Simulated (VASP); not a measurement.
Write the native input for VASP 6.6.1 that does the following.

```yaml
Task: single point
Functional: PBE
Potentials_or_basis: VASP PAW PBE potentials, release 64 (Ba_sv, Te)
Cutoff: 520 eV
k_mesh: 6 × 6 × 6
Occupations: gaussian, width 0.01 eV
Spin: no spin polarisation
Dipole_correction: no
Further_INCAR_settings: ALGO = Normal; EDIFF = 1e-06; NBANDS = 15
```

The structure of BaTe lies in POSCAR:

```
BaTe
1.0
    4.2448181587      0.0000000000      0.0000000000
    0.0000000000      4.2448181587      0.0000000000
    0.0000000000      0.0000000000      4.2448181587
Ba Te
1 1
Direct
    0.0000000000      0.0000000000      0.0000000000
    0.5000000000      0.5000000000      0.5000000000
```

One way to write it, as run:

INCAR

```
PREC = Accurate
ENCUT = 520
EDIFF = 1E-6
ISMEAR = 0
SIGMA = 0.01
LREAL = False
LASPH = True
NELM = 100
ALGO = Normal
ISIF = 2
LWAVE = False
LCHARG = True
GGA = PE
LELF = True
LVHAR = True
NBANDS = 15
```

KPOINTS

```
regular mesh
0
Gamma
  6 6 6
```

Potentials or basis: VASP PAW PBE potentials, release 64 (Ba_sv, Te).

Command:

```bash
$ cat potpaw_PBE.64/Ba_sv/POTCAR potpaw_PBE.64/Te/POTCAR > POTCAR
$ mpirun -np 1 vasp_std > vasp.out
```

It gave:

| Property | Result |
| --- | --- |
| Pressure | 0.5 GPa |
| Band gap on the k mesh | 0.75 eV, indirect (least direct gap 0.97 eV) |

Caveat: spin-orbit coupling is left out, which moves the levels of the heavy elements.

Wall time 12 s on 1 thread of Intel(R) Xeon(R) Platinum 8259CL CPU @ 2.50GHz (Skylake/Cascade Lake), with other jobs on the host, peak memory 0.19 GiB.
